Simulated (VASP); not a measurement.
# Ga2Te2Pd (P6_3/mmc) in VASP: single point with r2SCAN

Aim: the single point of Ga2Te2Pd with r2SCAN.

Everything below comes from runs of VASP 6.6.1. Logs are shortened: lines on timing, memory, paths and dates and some standing lists are left out, and cuts for length are marked.

### Step 1. The cell of the first run

Symmetry: P6_3/mmc, No. 194, hexagonal system. Conventional cell: a = 4.424 Å, b = 4.424 Å, c = 15.730 Å, α = 90.00°, β = 90.00°, γ = 120.00°. Ga (site symmetry 3m) has 1 Ga at 2.52 Å and 1 Pd at 2.67 Å and 3 Te at 2.81 Å within 3.3 Å. Within 3.7 Å of Te (site symmetry 3m) lie 3 Ga at 2.81 Å and 3 Pd at 2.96 Å. Pd (site symmetry -3m) has 2 Ga at 2.67 Å and 6 Te at 2.96 Å within 3.5 Å.

### Step 2. Single point, r2SCAN

Contents of POSCAR:

```
Ga2Te2Pd
1.0
    4.4242702931      0.0000000000      0.0000000000
   -2.2121351466      3.8315304671      0.0000000000
    0.0000000000      0.0000000000     15.7301534800
Ga Te Pd
4 4 2
Direct
    0.0000000000      0.0000000000      0.3299744836
    0.0000000000      0.0000000000      0.1700255164
    0.0000000000      0.0000000000      0.8299744836
    0.0000000000      0.0000000000      0.6700255164
    0.3333333333      0.6666666667      0.0955264163
    0.3333333333      0.6666666667      0.4044735837
    0.6666666667      0.3333333333      0.5955264163
    0.6666666667      0.3333333333      0.9044735837
    0.0000000000      0.0000000000      0.5000000000
    0.0000000000      0.0000000000      0.0000000000
```

Contents of INCAR.step1:

```
SYSTEM = Ga2Te2Pd
  PREC = Accurate
  ENCUT = 520
  ISMEAR = 0
  SIGMA = 0.1
  LREAL = .FALSE.
  LASPH = .TRUE.
  NELM = 60
  NBANDS = 59
  GGA = PE
  ALGO = Normal
  EDIFF = 1E-4
  LWAVE = .TRUE.
  LCHARG = .FALSE.
```

Contents of INCAR.step2:

```
SYSTEM = Ga2Te2Pd
  PREC = Accurate
  ENCUT = 520
  EDIFF = 1E-7
  ISMEAR = 0
  SIGMA = 0.1
  LREAL = .FALSE.
  LASPH = .TRUE.
  NELM = 60
  ALGO = Normal
  ISIF = 2
  LWAVE = .FALSE.
  LCHARG = .FALSE.
  METAGGA = R2SCAN
  LMIXTAU = .TRUE.
  NBANDS = 59
  ISTART = 1
```

Contents of KPOINTS:

```
Automatic mesh
0
G
  12 12 2
  0 0 0
```

Potentials or basis: VASP PAW PBE potentials, release 64 (Ga_d, Te, Pd).

Run with:

```
> cat potpaw_PBE.64/Ga_d/POTCAR potpaw_PBE.64/Te/POTCAR potpaw_PBE.64/Pd/POTCAR > POTCAR
> cp INCAR.step1 INCAR
> mpirun -np 1 vasp_std > vasp.out
> cp INCAR.step2 INCAR
> mpirun -np 1 vasp_std > vasp.out
```

OUTCAR:

```text
SYSTEM = Ga2Te2Pd
   PREC = Accurate
   ENCUT = 520
   EDIFF = 1E-7
   ISMEAR = 0
   LREAL = .FALSE.
   LASPH = .TRUE.
   NELM = 60
   ISIF = 2
   METAGGA = R2SCAN
   ISTART = 1

 ion  position               nearest neighbor table
   1  0.000  0.000  0.330-   2 2.52   9 2.67   6 2.81   6 2.81   6 2.81
   2  0.000  0.000  0.170-   1 2.52  10 2.67   5 2.81   5 2.81   5 2.81
   3  0.000  0.000  0.830-   4 2.52  10 2.67   8 2.81   8 2.81   8 2.81
   4  0.000  0.000  0.670-   3 2.52   9 2.67   7 2.81   7 2.81   7 2.81
   5  0.333  0.667  0.096-   2 2.81   2 2.81   2 2.81  10 2.96  10 2.96  10 2.96
   6  0.333  0.667  0.404-   1 2.81   1 2.81   1 2.81   9 2.96   9 2.96   9 2.96
   7  0.667  0.333  0.596-   4 2.81   4 2.81   4 2.81   9 2.96   9 2.96   9 2.96
   8  0.667  0.333  0.904-   3 2.81   3 2.81   3 2.81  10 2.96  10 2.96  10 2.96
   9  0.000  0.000  0.500-   1 2.67   4 2.67   6 2.96   7 2.96   7 2.96   6 2.96   7 2.96   6 2.96

  10  0.000  0.000  0.000-   2 2.67   3 2.67   5 2.96   8 2.96   8 2.96   5 2.96   8 2.96   5 2.96

  LATTYP: Found a hexagonal cell.
 ALAT       =     4.4242702931
 C/A-ratio  =     3.5554232535

  Lattice vectors:

 A1 = (   4.4242702931,   0.0000000000,   0.0000000000)
 A2 = (  -2.2121351466,   3.8315304671,   0.0000000000)
 A3 = (   0.0000000000,   0.0000000000,  15.7301534800)

Analysis of symmetry for initial positions (statically):
=====================================================================
 Subroutine PRICEL returns:
 Original cell was already a primitive cell.

 Routine SETGRP: Setting up the symmetry group for a
 hexagonal supercell.

 Subroutine GETGRP returns: Found 24 space group operations
 (whereof 12 operations were pure point group operations)
 out of a pool of 24 trial point group operations.

The static configuration has the point symmetry D_3d.
 The point group associated with its full space group is D_6h.

Analysis of symmetry for dynamics (positions and initial velocities):
=====================================================================
 Subroutine PRICEL returns:
 Original cell was already a primitive cell.

 Routine SETGRP: Setting up the symmetry group for a
 hexagonal supercell.

 Subroutine GETGRP returns: Found 24 space group operations
 (whereof 12 operations were pure point group operations)
 out of a pool of 24 trial point group operations.

The dynamic configuration has the point symmetry D_3d.
 The point group associated with its full space group is D_6h.

 Subroutine INISYM returns: Found 24 space group operations
 (whereof 12 operations are pure point group operations),
 and found     1 'primitive' translations

----------------------------------------------------------------------------------------

                                     Primitive cell

  volume of cell :     266.6533

  direct lattice vectors                    reciprocal lattice vectors
     4.424270293  0.000000000  0.000000000     0.226025973  0.130496157  0.000000000
    -2.212135147  3.831530467  0.000000000     0.000000000  0.260992313  0.000000000
     0.000000000  0.000000000 15.730153480     0.000000000  0.000000000  0.063572171

  length of vectors
     4.424270293  4.424270293 15.730153480     0.260992313  0.260992313  0.063572171

  position of ions in fractional coordinates (direct lattice)
     0.000000000  0.000000000  0.329974484
     0.000000000  0.000000000  0.170025516
     0.000000000  0.000000000  0.829974484
     0.000000000  0.000000000  0.670025516
     0.333333333  0.666666667  0.095526416
     0.333333333  0.666666667  0.404473584
     0.666666667  0.333333333  0.595526416
     0.666666667  0.333333333  0.904473584
     0.000000000  0.000000000  0.500000000
     0.000000000  0.000000000  0.000000000

  ion indices of the primitive-cell ions
   primitive index   ion index
                 1           1
                 2           2
                 3           3
                 4           4
                 5           5
                 6           6
                 7           7
                 8           8
                 9           9
                10          10

----------------------------------------------------------------------------------------

 KPOINTS: Automatic mesh

Automatic generation of k-mesh.
 Grid dimensions read from file:
 generate k-points for:   12   12    2

 Generating k-lattice:

  Cartesian coordinates                     Fractional coordinates (reciprocal lattice)
     0.018835498  0.010874680  0.000000000     0.083333333  0.000000000  0.000000000
     0.000000000  0.021749359  0.000000000     0.000000000  0.083333333  0.000000000
     0.000000000  0.000000000  0.031786085     0.000000000  0.000000000  0.500000000

  Length of vectors
     0.021749359  0.021749359  0.031786085

  Shift w.r.t. Gamma in fractional coordinates (k-lattice)
     0.000000000  0.000000000  0.000000000

 Subroutine IBZKPT returns following result:
 ===========================================

 Found     38 irreducible k-points:

 Following reciprocal coordinates:
            Coordinates               Weight
  0.000000  0.000000  0.000000      1.000000
  0.083333  0.000000  0.000000      6.000000
  0.166667  0.000000  0.000000      6.000000
  0.250000  0.000000  0.000000      6.000000
  0.333333 -0.000000  0.000000      6.000000
  0.416667  0.000000  0.000000      6.000000
[... 16 lines left out ...]
  0.250000  0.000000  0.500000      6.000000
  0.333333 -0.000000  0.500000      6.000000
 [... further k-points ...]
   k-points           NKPTS =     38   k-points in BZ     NKDIM =     38   number of bands    NBANDS=     59
   number of dos      NEDOS =    301   number of ions     NIONS =     10
   total plane-waves  NPLWV = 155520
   dimension x,y,z NGX =    36 NGY =   36 NGZ =  120
   dimension x,y,z NGXF=    72 NGYF=   72 NGZF=  240
   ions per type =               4   4   2
   NGX,Y,Z   is equivalent  to a cutoff of  13.53, 13.53, 12.68 a.u.
   NGXF,Y,Z  is equivalent  to a cutoff of  27.05, 27.05, 25.36 a.u.
 SYSTEM =  Ga2Te2Pd
   PREC   = accura    normal or accurate (medium, high low for compatibility)
   ISTART =      1    job   : 0-new  1-cont  2-samecut
   ICHARG =      0    charge: 1-file 2-atom 10-const
   ISPIN  =      1    spin polarized calculation?
   LNONCOLLINEAR =      F non collinear calculations
   LSORBIT =      F    spin-orbit coupling
   LASPH  =      T    aspherical Exc in radial PAW
   ENCUT  =  520.0 eV  38.22 Ry    6.18 a.u.   8.23  8.23 29.25*2*pi/ulx,y,z
   NELM   =     60;   NELMIN=  2; NELMDL=  0     # of ELM steps
   EDIFF  = 0.1E-06   stopping-criterion for ELM
   LREAL  =      F    real-space projection
   EDIFFG = 0.1E-05   stopping-criterion for IOM
   NSW    =      0    number of steps for IOM
   IBRION =     -1    ionic relax: 0-MD 1-quasi-New 2-CG
   NFREE  =      0    steps in history (QN), initial steepest desc. (CG)
   ISIF   =      2    stress and relaxation
   ISYM   =      2    0-nonsym 1-usesym 2-fastsym
   POTIM  = 0.5000    time-step for ionic-motion
   TEBEG  =    0.0;   TEEND  =   0.0 temperature during run
   PSTRESS=    0.0 pullay stress
   NELECT =      96.0000    total number of electrons
   NUPDOWN=      -1.0000    fix difference up-down
   EMIN   =  10.00;   EMAX   =-10.00  energy-range for DOS
   EFERMI =   0.00;   METHOD = LEGACY
   ISMEAR =     0;   SIGMA  =   0.10  broadening in eV -4-tet -1-fermi 0-gaus
   EFERMI_NEDOS =   21; number of points for ismear=-14 and -15
   IALGO  =     38    algorithm
   IMIX   =      4    mixing-type and parameters
     AMIX     =   0.40;   BMIX     =  1.00
     AMIX_MAG =   1.60;   BMIX_MAG =  1.00
  volume/ion in A,a.u.               =      26.67       179.95
  Fermi-wavevector in a.u.,A,eV,Ry     =   1.164617  2.200806 18.454012  1.356332
  Thomas-Fermi vector in A             =   2.301152
   LORBIT       =      0    0 simple, 1 ext, 2 COOP (PROOUT), +10 PAW based schemes
   METAGGA = R2SCAN    functional components
   LHFCALC =     F    Hartree Fock is set to
   AEXX    =    0.0000 exact exchange contribution
   IVDW    =     0    specifies the selected vdW correction
   LEPSILON=     F    determine dielectric tensor
   LRPA    =     F    only Hartree local field effects (RPA)
 non-spin polarized calculation
 Gauss-broadening in eV      SIGMA  =   0.10
  energy-cutoff  :      520.00
  volume of cell :      266.65
 maximum number of plane-waves:      7241
 NGX is ok and might be reduce to    36
   NGX = 17   NGY = 17   NGZ = 59

 number of electron      96.0000015 magnetization

 Free energy of the ion-electron system (eV)
  ---------------------------------------------------
  ext. energy  EPLUGINS =         0.00000000
  ---------------------------------------------------
  free energy    TOTEN  =      -195.07708846 eV

  energy without entropy =     -195.06570393  energy(sigma->0) =     -195.07139620

 E-fermi :   5.4042     XC(G=0): -10.1638

 val. band max:        5.3989679502   @ k =   0.0833   0.0833   0.0000
 cond. band min:       5.4082640192   @ k =   0.1667   0.0000   0.0000
 fundamental gap:      0.0092960691
 Fermi energy:         5.4041851429

 k-point     1 :       0.0000    0.0000    0.0000
  band No.  band energies     occupation
      1     -10.5709      2.00000
      2     -10.5613      2.00000
      3     -10.4475      2.00000
      4     -10.4475      2.00000
      5     -10.4462      2.00000
      6     -10.4462      2.00000
[... 51 lines left out ...]
     58       8.8993      0.00000
     59       9.2319      0.00000

 k-point     2 :       0.0833    0.0000    0.0000
  band No.  band energies     occupation
      1     -10.5706      2.00000
      2     -10.5610      2.00000
      3     -10.4499      2.00000
      4     -10.4489      2.00000
      5     -10.4473      2.00000
      6     -10.4461      2.00000
[... 1353 lines left out ...]
     58       8.9438      0.00000
     59      10.2731      0.00000

 k-point    24 :       0.3333   -0.0000    0.5000
  band No.  band energies     occupation
      1     -10.5620      2.00000
      2     -10.5620      2.00000
      3     -10.4741      2.00000
      4     -10.4741      2.00000
      5     -10.4459      2.00000
      6     -10.4459      2.00000
[... 51 lines left out ...]
     58       9.2554      0.00000
     59      10.6556      0.00000

 [... further k-points ...]

------------------------ aborting loop because EDIFF is reached ----------------------------------------

  FORCE on cell =-STRESS in cart. coord.  units (eV):
  Direction    XX          YY          ZZ          XY          YZ          ZX
  --------------------------------------------------------------------------------------
  -------------------------------------------------------------------------------------
  Total       -2.4944806     -2.4944806     -3.1422000      0.0000000      0.0000000      0.0000000
  in kB      -14.9880044    -14.9880044    -18.8798051      0.0000000      0.0000000      0.0000000
  external PRESSURE =     -16.2852713 kB  Pullay stress =       0.0000000 kB

 VOLUME and BASIS-vectors are now :
 -----------------------------------------------------------------------------
  energy-cutoff  :      520.00
  volume of cell :      266.65
      direct lattice vectors                 reciprocal lattice vectors
     4.424270293  0.000000000  0.000000000     0.226025973  0.130496157  0.000000000
    -2.212135147  3.831530467  0.000000000     0.000000000  0.260992313  0.000000000
     0.000000000  0.000000000 15.730153480     0.000000000  0.000000000  0.063572171

 POSITION                                       TOTAL-FORCE (eV/Angst)
 -----------------------------------------------------------------------------------
      0.00000      0.00000      5.19055         0.000000     -0.000000     -0.003378
      0.00000      0.00000      2.67453         0.000000     -0.000000      0.003378
      0.00000      0.00000     13.05563        -0.000000      0.000000     -0.003378
      0.00000      0.00000     10.53960        -0.000000      0.000000      0.003378
     -0.00000      2.55435      1.50265        -0.000000      0.000000      0.167326
     -0.00000      2.55435      6.36243        -0.000000      0.000000     -0.167326
      2.21214      1.27718      9.36772         0.000000      0.000000      0.167326
      2.21214      1.27718     14.22751         0.000000      0.000000     -0.167326
      0.00000      0.00000      7.86508         0.000000      0.000000      0.000000
      0.00000      0.00000      0.00000         0.000000      0.000000      0.000000
 -----------------------------------------------------------------------------------
    total drift:                               -0.000000     -0.000000      0.000000

  FREE ENERGIE OF THE ION-ELECTRON SYSTEM (eV)
  ---------------------------------------------------
  free  energy   TOTEN  =      -195.0770884616 eV

  energy  without entropy=     -195.0657039297  energy(sigma->0) =     -195.07139620
```

Run time: 75 min. Hardware: 1 thread of Oxide Virtual Turin-like, shared host; peak memory 0.74 GiB.

Results:

```yaml
Free_energy: -195.0771 eV
Pressure: -1.6 GPa
Largest_force: 0.167 eV/Å
Band_gap_on_the_k_mesh: zero (bands 48 and 49 overlap by 0.11 eV)
```

Forces on the atoms (eV/Å):
```
Ga   0.000  0.000 -0.003
Ga   0.000  0.000  0.003
Ga   0.000  0.000 -0.003
Ga   0.000  0.000  0.003
Te   0.000  0.000  0.167
Te   0.000  0.000 -0.167
Te   0.000  0.000  0.167
Te   0.000  0.000 -0.167
Pd   0.000  0.000  0.000
Pd   0.000  0.000  0.000
```

Levels at points of the mesh, in eV from the Fermi level:
| k point | band 46 | band 47 | band 48 | band 49 | band 50 | band 51 |
| --- | --- | --- | --- | --- | --- | --- |
| (0.00, 0.00, 0.00) | -0.33 | -0.32 | -0.11 | -0.11 | 0.14 | 0.15 |
| (0.50, 0.00, 0.00) | -0.66 | -0.57 | -0.47 | -0.06 | 0.49 | 0.92 |
| (0.00, 0.00, 0.50) | -0.21 | -0.21 | -0.21 | -0.06 | -0.06 | 1.26 |
| (0.50, 0.00, 0.50) | -0.75 | -0.46 | -0.46 | -0.01 | -0.01 | 1.37 |

Caveat: the PAW data sets were made with another functional, which shifts forces and pressure a little; spin-orbit coupling is left out, which moves the levels of the heavy elements.
